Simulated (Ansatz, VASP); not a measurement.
Hf: VASP beside Ansatz

Contents of INCAR:

```
ALGO = Normal
EDIFF = 1E-6
ENCUT = 520
GGA = PE
ISIF = 2
ISMEAR = 0
LASPH = True
LCHARG = False
LREAL = False
LWAVE = False
NBANDS = 11
NELM = 80
PREC = Accurate
SIGMA = 0.015
```

KPOINTS

```
k-points
0
Gamma
  10 10 10
```

File POSCAR:

```
Hf
1.0
   -1.8050000000      1.8050000000      1.8050000000
    1.8050000000     -1.8050000000      1.8050000000
    1.8050000000      1.8050000000     -1.8050000000
Hf
1
Direct
    0.0000000000      0.0000000000      0.0000000000
```

input.yaml

```yaml
crystal:
  lattice:
    - [-1.805, 1.805, 1.805]
    - [1.805, -1.805, 1.805]
    - [1.805, 1.805, -1.805]
  atoms:
    - { symbol: Hf, position: [0.0, 0.0, 0.0] }
hamiltonian:
  xc: pbe
  pseudopotentials: { kind: paw }
kpoints:
  mp_grid: { grid: [10, 10, 10] }
scf:
  occupations: { method: gaussian, width: 0.015 }
output:
  forces: true
  stress: true
  eigenvalues: true
  write_density: true
  write_potential: true
  elf: true
  volumetric_format: npy
```

Alike in both runs: task single point; functional PBE; k mesh 10 × 10 × 10; occupations gaussian, width 0.015 eV; no spin polarisation.

```csv
,VASP,Ansatz
version,VASP 6.6.1,Ansatz 0.2.0
potentials or method,"VASP PAW PBE potentials, release 64 (Hf_pv)",Ansatz PAW
plane-wave cutoff (eV),520,420
valence electrons in the cell,10,26
```

|  | VASP | Ansatz | Ansatz less VASP |
| --- | --- | --- | --- |
| gap on the k mesh at the Fermi level (eV) | none | none | - |
| pressure (GPa) | -5.3 | -5.0 | +0.34 |

A gap of «none» marks a metal or a gap that the smearing closes. With one functional, cell and mesh, what is left measures potentials, basis and numerics. VASP's potentials hold 10 valence electrons a cell and Ansatz's 26, so a difference there can come from the potentials and not from the codes.

Spin-orbit coupling is off throughout.
